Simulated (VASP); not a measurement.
Here is a VASP 6.6.1 calculation.

INCAR

```
PREC     = Accurate       # precision mode
ENCUT    = 520            # plane-wave cutoff, eV
EDIFF    = 1E-7           # SCF threshold, eV
ISMEAR   = 0              # smearing method
SIGMA    = 0.15           # smearing width, eV
LREAL    = False          # projectors in reciprocal space
LASPH    = True           # aspherical terms in the spheres
NELM     = 60             # most SCF steps
ALGO     = Fast           # electronic algorithm
ISIF     = 2              # what is computed and relaxed
LWAVE    = False          # write WAVECAR
LCHARG   = True           # write CHGCAR
GGA      = PE             # functional
LELF     = True           # ELF
LVHAR    = True         
NBANDS   = 13             # bands
```

Contents of KPOINTS:

```
Automatic mesh
0
Gamma
  22 22 22
```

Contents of POSCAR:

```
W
1.0
   -1.3431737167      1.5551368279      1.5551368279
    1.5551368279     -1.3431737167      1.5551368279
    1.5551368279      1.5551368279     -1.3431737167
W
1
Direct
    0.0000000000      0.0000000000      0.0000000000
```

Potentials or basis: VASP PAW PBE potentials, release 64 (W_sv).

Command:

```bash
$ cat potpaw_PBE.64/W_sv/POTCAR > POTCAR
$ mpirun -np 1 vasp_std > vasp.out
```

(1) Predict the pressure.

(2) What does it give for the band gap on the k mesh?

Answers

(1) 39.7 GPa.

(2) zero (bands 7 and 8 overlap by 3.36 eV).

Caveat: the cell stands under pressure; spin-orbit coupling is left out, which moves the levels of the heavy elements.
